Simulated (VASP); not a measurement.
BaTe, 2 atoms in the cell. It takes space group F-43m (No. 216, cubic). Conventional cell: a = 7.828 Å, b = 7.828 Å, c = 7.828 Å, α = 90.00°, β = 90.00°, γ = 90.00°. Within 4.5 Å of Ba (site symmetry -43m) lie 4 Te at 3.39 Å. Within 4.5 Å of Te (site symmetry -43m) lie 4 Ba at 3.39 Å. 

| Quantity | Value |
| --- | --- |
| Program | VASP 6.6.1 |
| Task | single point |
| Functional | r2SCAN |
| Potentials or basis | VASP PAW PBE potentials, release 64 (Ba_sv, Te) |
| Cutoff | 550 eV |
| k mesh | 6 × 6 × 6 |
| Occupations | gaussian, width 0.01 eV |
| Spin | no spin polarisation |
| Dipole correction | no |
| Further INCAR settings | ALGO = Normal; EDIFF = 1e-06; NBANDS = 15 |

Potentials or basis: VASP PAW PBE potentials, release 64 (Ba_sv, Te).

Launch:

```bash
$ cat potpaw_PBE.64/Ba_sv/POTCAR potpaw_PBE.64/Te/POTCAR > POTCAR
$ cp INCAR.step1 INCAR
$ mpirun -np 1 vasp_std > vasp.out
$ cp INCAR.step2 INCAR
$ mpirun -np 1 vasp_std > vasp.out
```

Hardware: 1 thread of Intel Xeon 6975P-C, with other jobs on the host.

**Question.** Estimate the wall time of this run.

**Answer.** It took 2.3 min on 1 thread of Intel Xeon 6975P-C, with other jobs on the host, peak memory 0.3 GiB. Counts: k points 16.
